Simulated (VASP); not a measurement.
Here is a VASP 6.6.1 calculation.

INCAR

```
PREC = Accurate ; ENCUT = 520
EDIFF = 1E-6 ; ISMEAR = -1
SIGMA = 0.1 ; LREAL = Auto
LASPH = T ; NELM = 100
ALGO = Normal ; ISIF = 2
LWAVE = F ; LCHARG = F
GGA = PS ; NBANDS = 133
```

Contents of KPOINTS:

```
regular mesh
0
Gamma
  2 2 2
```

Contents of POSCAR:

```
W
1.0
    6.3200000000      0.0000000000      0.0000000000
    0.0000000000      6.3200000000      0.0000000000
    0.0000000000      0.0000000000      6.3200000000
W
17
Direct
   -0.0039703875     -0.0033706164     -0.0042154415
    0.4904253179      0.0090891034     -0.0048598573
   -0.0200942463      0.5025936869     -0.0051012213
   -0.0255268279      0.0163607294      0.5140588683
    0.2426172434      0.2549860252      0.2459694208
    0.5794462934      0.4128236271     -0.0378292293
    0.4969436332      0.0098903469      0.4996044303
    0.7583276536      0.2344237358      0.2586848302
   -0.0140927545      0.4992796798      0.4950140142
    0.1924159110      0.8106780823      0.3160833093
    0.2444710490      0.2590757347      0.7474170760
    0.4933252198      0.4996294836      0.4871864895
    0.7358779752      0.7507818458      0.2455741614
    0.7656023051      0.2308316099      0.7196112419
    0.2361143578      0.7564885900      0.7150955287
    0.7338030594      0.7481575180      0.7465056152
    0.3463032972      0.6375736177      0.0620709636
```

Potentials or basis: VASP PAW PBE potentials, release 64 (W_sv).

Run with:

```console
$ cat potpaw_PBE.64/W_sv/POTCAR > POTCAR
$ mpirun -np 1 vasp_std > vasp.out
```

(1) Estimate the band gap on the k mesh.

(2) Predict the largest force.

(3) What does it give for the pressure?

Answers

(1) zero (bands 119 and 120 overlap by 0.21 eV).

(2) 0.299 eV/Å.

(3) 35.5 GPa.

Caveat: the k points lie up to 0.50 Å⁻¹ apart; the PAW data sets were made with another functional, which shifts forces and pressure a little; spin-orbit coupling is left out, which moves the levels of the heavy elements.
